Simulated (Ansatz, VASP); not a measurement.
**TaN in VASP and in Ansatz**

```
Ta N
1.0
     0.00000    2.21132    2.21132
     2.21132    0.00000    2.21132
     2.21132    2.21132    0.00000
Ta N
1 1
Cartesian
  2.2113 2.2113 2.2113
  0.0000 0.0000 0.0000
```

Alike in both runs: functional revPBE; k mesh 10 × 10 × 10; occupations fermi-dirac, width 0.05 eV; no spin polarisation.

|  | VASP | Ansatz |
| --- | --- | --- |
| version | VASP 6.6.1 | Ansatz 0.2.0 |
| potentials or method | VASP PAW PBE potentials, release 64 (Ta_pv, N) | Ansatz PAW |
| plane-wave cutoff (eV) | 520 | 420 |
| valence electrons in the cell | 16 | 18 |
| task | single point | band structure |

```tsv
	VASP	Ansatz	Ansatz less VASP
gap on the k mesh at the Fermi level (eV)	none	none	-
pressure (GPa)	2.8	2.0	-0.74
```

VASP's potentials were made for PBE, not for revPBE. A gap of «none» marks a metal or a gap that the smearing closes. With one functional, cell and mesh, what is left measures potentials, basis and numerics. VASP's potentials hold 16 valence electrons a cell and Ansatz's 18, so a difference there can come from the potentials and not from the codes.

Spin-orbit coupling is off throughout.
